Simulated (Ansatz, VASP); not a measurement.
## One calculation of WSe2, two programs

```
CELL_PARAMETERS angstrom
3.29974 0.00000 0.00000
-1.64987 2.85766 0.00000
0.00000 0.00000 13.14970
ATOMIC_POSITIONS crystal
W 0.66667 0.33333 0.25001
W 0.33333 0.66667 0.74999
Se 0.33333 0.66667 0.37667
Se 0.66667 0.33333 0.87664
Se 0.33333 0.66667 0.12336
Se 0.66667 0.33333 0.62333
```

Alike in both runs: task single point; functional PBE; k mesh 12 × 12 × 2; occupations fermi-dirac, width 0.02 eV; no spin polarisation.

|  | VASP | Ansatz |
| --- | --- | --- |
| version | VASP 6.6.1 | Ansatz 0.2.0 |
| potentials or method | VASP PAW PBE potentials, release 64 (W_sv, Se) | plane waves, PAW |
| plane-wave cutoff (eV) | 520 | 420 |
| valence electrons in the cell | 52 | 92 |

VASP gave:

| Item | Value |
| --- | --- |
| gap on the k mesh at the Fermi level (eV) | 1.04 |
| pressure (GPa) | 3.7 |
| traceless stress, the component that is largest in VASP (GPa) | 1.16 |
| rms of the force components (eV/Å) | 0.153 |

Question: Estimate Ansatz's values.

Answer: gap on the k mesh at the Fermi level (eV): 1.04; pressure (GPa): 3.3; traceless stress, the component that is largest in VASP (GPa): 1.07; rms of the force components (eV/Å): 0.130.

Atom by atom the forces differ by 0.023 eV/Å (rms over components). VASP's potentials hold 52 valence electrons a cell and Ansatz's 92, so a difference there can come from the potentials and not from the codes.

Neither program's run includes spin-orbit coupling.
